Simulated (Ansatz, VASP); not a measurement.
**One calculation of RbP2N2, two programs**

File INCAR:

```
ALGO = Normal
EDIFF = 1E-7
ENCUT = 520
GGA = PE
ISIF = 2
ISMEAR = 0
ISPIN = 2
LASPH = T
LCHARG = F
LORBIT = 11
LREAL = F
LWAVE = F
MAGMOM = 0 0 0 1 1
NBANDS = 26
NELM = 150
PREC = Accurate
SIGMA = 0.1
```

Contents of KPOINTS:

```
k-points
0
Gamma
  4 4 4
```

Contents of POSCAR:

```
RbP2N2
1.0
    2.6663690975     -3.4555816684      0.0000000000
    2.6663690975      3.4555816684      0.0000000000
   -1.0385601059      0.0000000000      5.9955944995
Rb P N
1 2 2
Direct
    0.1270414524      0.1270414524      0.5694515500
    0.5265951991      0.9225382662      0.0671347119
    0.9225382662      0.5265951991      0.0671347119
    0.6946654754      0.1939578060      0.9117415017
    0.1939578060      0.6946654754      0.9117415017
```

Input for Ansatz:

```yaml
crystal:
  lattice:
    - [2.6663690975, -3.4555816684, 0.0]
    - [2.6663690975, 3.4555816684, 0.0]
    - [-1.0385601059, 0.0, 5.9955944995]
  atoms:
    - { symbol: Rb, position: [0.1270414524, 0.1270414524, 0.56945155] }
    - { symbol: P, position: [0.5265951991, 0.9225382662, 0.0671347119] }
    - { symbol: P, position: [0.9225382662, 0.5265951991, 0.0671347119] }
    - { symbol: "N", position: [0.6946654754, 0.193957806, 0.9117415017], spin: 1.0 }
    - { symbol: "N", position: [0.193957806, 0.6946654754, 0.9117415017], spin: 1.0 }
basis:
  ecutwfc: 420
kpoints:
  mp_grid: { grid: [4, 4, 4] }
hamiltonian:
  xc: pbe
scf:
  occupations: { method: gaussian, width: 0.1 }
  lower_state_search: "off"
output:
  forces: true
  stress: true
  eigenvalues: true
  populations: true
magnetization:
  spin_polarized: true
```

Alike in both runs: task single point; functional PBE; k mesh 4 × 4 × 4; occupations gaussian, width 0.1 eV; collinear spin.

|  | VASP | Ansatz |
| --- | --- | --- |
| version | VASP 6.6.1 | Ansatz 0.2.0 |
| potentials or method | VASP PAW PBE potentials, release 64 (Rb_sv, P, N), cutoff 520 eV | scalar-relativistic, plane waves, PAW |
| valence electrons in the cell | 29 | 29 |

Ansatz gave:

| Quantity | Value |
| --- | --- |
| gap on the k mesh at the Fermi level (eV) | none |
| pressure (GPa) | -0.1 |
| traceless stress, the component that is largest in VASP (GPa) | -0.21 |
| rms of the force components (eV/Å) | 0.042 |
| net moment per atom (μB) | 0.00 |

Q: What did VASP give for the same quantities?

A: gap on the k mesh at the Fermi level (eV): none; pressure (GPa): -0.4; traceless stress, the component that is largest in VASP (GPa): -0.39; rms of the force components (eV/Å): 0.089; net moment per atom (μB): 0.00.

Atom by atom the forces differ by 0.061 eV/Å (rms over components). A gap of «none» marks a metal or a gap that the smearing closes. The functional is the same, so the differences come from potentials, cutoffs and numerics. Ansatz's warnings: seeded moment not kept.

The k mesh is coarse, so the values compare programs but aren't converged.
